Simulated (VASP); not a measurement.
Here is a VASP 6.6.1 calculation.

File INCAR:

```
PREC = Accurate
ENCUT = 520
EDIFF = 1E-7
ISMEAR = 0
SIGMA = 0.15
LREAL = F
LASPH = T
NELM = 100
ALGO = Fast
ISIF = 2
LWAVE = F
LCHARG = T
GGA = PS
LELF = T
LVHAR = T
NBANDS = 12
```

Contents of KPOINTS:

```
regular mesh
0
Gamma
  20 20 20
```

Contents of POSCAR:

```
Ti
1.0
    0.0000000000      2.1112000000      1.9488000000
    2.1112000000      0.0000000000      1.9488000000
    2.1112000000      2.1112000000      0.0000000000
Ti
1
Direct
    0.0000000000      0.0000000000      0.0000000000
```

Potentials or basis: VASP PAW PBE potentials, release 64 (Ti_sv).

Launch:

```sh
$ cat potpaw_PBE.64/Ti_sv/POTCAR > POTCAR
$ mpirun -np 1 vasp_std > vasp.out
```

(1) Predict the band gap on the k mesh.

(2) Estimate the pressure.

Results:

(1) zero (band 6 reaches 8.98 eV, above the bottom of band 7 at 7.59 eV).

(2) -4.5 GPa.

Caveat: the cell differs from its parent crystal (strain +0.040 along x and y, -0.040 along z); the PAW data sets were made with another functional, which shifts forces and pressure a little.
